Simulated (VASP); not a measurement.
Input of a VASP 6.6.1 run:

File POSCAR:

```
MgHgSe2
1.0
    4.3138610695      0.0000000000      0.0000000000
    0.0000000000      4.3138610695      0.0000000000
    0.0000000000      0.0000000000      5.9854478202
Mg Se Hg
1 2 1
Direct
    0.0000000000      0.0000000000      0.0000000000
    0.0000000000      0.5000000000      0.2354752525
    0.5000000000      0.0000000000      0.7645247475
    0.5000000000      0.5000000000      0.5000000000
```

File INCAR.step1:

```
SYSTEM = MgHgSe2
PREC = Accurate ; ENCUT = 660
ISMEAR = 0 ; SIGMA = 0.01
LREAL = .FALSE. ; LASPH = .TRUE.
NELM = 120 ; NBANDS = 21
GGA = PE ; ALGO = Normal
EDIFF = 1E-5 ; LWAVE = .TRUE.
LCHARG = .FALSE. ; GGA_COMPAT = .FALSE.
```

File INCAR.step2:

```
SYSTEM = MgHgSe2
PREC = Accurate ; ENCUT = 660
EDIFF = 1E-6 ; ISMEAR = 0
SIGMA = 0.01 ; LREAL = .FALSE.
LASPH = .TRUE. ; NELM = 120
ALGO = Normal ; ISIF = 2
LWAVE = .FALSE. ; LCHARG = .FALSE.
METAGGA = R2SCAN ; LMIXTAU = .TRUE.
NBANDS = 21 ; ISTART = 1
GGA_COMPAT = .FALSE.
```

KPOINTS

```
regular mesh
0
G
  4 4 2
  0 0 0
```

Potentials or basis: VASP PAW PBE potentials, release 64 (Mg, Se, Hg).

Command:

```sh
$ cat potpaw_PBE.64/Mg/POTCAR potpaw_PBE.64/Se/POTCAR potpaw_PBE.64/Hg/POTCAR > POTCAR
$ cp INCAR.step1 INCAR
$ mpirun -np 1 vasp_std > vasp.out
$ cp INCAR.step2 INCAR
$ mpirun -np 1 vasp_std > vasp.out
```

(1) Predict the largest force.

(2) Predict the band gap on the k mesh.

## Answers

(1) 0.070 eV/Å.

(2) 1.02 eV.

Caveat: the k points lie up to 0.52 Å⁻¹ apart; the PAW data sets were made with another functional, which shifts forces and pressure a little; spin-orbit coupling is left out, which moves the levels of the heavy elements.
